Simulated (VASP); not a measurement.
Set up this calculation in VASP 6.6.1, as the native input.

| Quantity | Value |
| --- | --- |
| Task | single point |
| Functional | PBEsol |
| Potentials or basis | VASP PAW PBE potentials, release 64 (Na_pv) |
| Cutoff | 520 eV |
| k mesh | 16 × 16 × 16 |
| Occupations | gaussian, width 0.15 eV |
| Spin | no spin polarisation |
| Dipole correction | no |
| Further INCAR settings | ALGO = Normal; EDIFF = 1e-07; NBANDS = 10 |

The structure of Na lies in POSCAR:

```
Na
1.0
   -2.2233750000      2.2233750000      2.1704375000
    2.2233750000     -2.2233750000      2.1704375000
    2.2233750000      2.2233750000     -2.1704375000
Na
1
Direct
    0.0000000000      0.0000000000      0.0000000000
```

This cell differs from its parent crystal: strain +0.050 along x and y, +0.025 along z.

One way to write it, as run:

INCAR

```
SYSTEM = Na
ALGO = Normal
EDIFF = 1E-7
ENCUT = 520
GGA = PS
ISIF = 2
ISMEAR = 0
LASPH = .TRUE.
LCHARG = .FALSE.
LREAL = .FALSE.
LWAVE = .FALSE.
NBANDS = 10
NELM = 100
PREC = Accurate
SIGMA = 0.15
```

KPOINTS

```
k-points
0
G
  16 16 16
  0 0 0
```

Potentials or basis: VASP PAW PBE potentials, release 64 (Na_pv).

Run with:

```console
$ cat potpaw_PBE.64/Na_pv/POTCAR > POTCAR
$ mpirun -np 1 vasp_std > vasp.out
```

It gave:

```
Pressure : -1.0 GPa
```

Caveat: the cell differs from its parent crystal (strain +0.050 along x and y, +0.025 along z); the PAW data sets were made with another functional, which shifts forces and pressure a little.

It took 98 s on 1 thread of Oxide Virtual Turin-like Processor, on a shared host, peak memory 0.21 GiB.
